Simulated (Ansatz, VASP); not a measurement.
# SnO2: VASP beside Ansatz

```xyz
3
Lattice="-1.8168 1.8200 2.5717 1.8168 -1.8200 2.5717 1.8168 1.8200 -2.5717" Properties=species:S:1:pos:R:3 pbc="T T T"
Sn    0.0000    0.0000    2.5717
O     1.8168    0.0000    1.2856
O     0.0000    1.8200    1.2860
```

Alike in both runs: task single point; functional LDA; k mesh 18 × 18 × 18; occupations gaussian, width 0.1 eV; no spin polarisation.

```csv
,VASP,Ansatz
version,VASP 6.6.1,Ansatz 0.2.0
potentials or method,"VASP PAW LDA potentials, release 64 (Sn_d, O), cutoff 520 eV","scalar-relativistic, plane waves, PAW"
valence electrons in the cell,26,26
```

Ansatz gave:

- gap on the k mesh at the Fermi level (eV): none
- pressure (GPa): -11.8

Which values does VASP return?

gap on the k mesh at the Fermi level (eV): none; pressure (GPa): -11.1.

LDA's correlation is that of Perdew and Zunger in VASP and of Perdew and Wang (1992) in Ansatz. A gap of «none» marks a metal or a gap that the smearing closes.
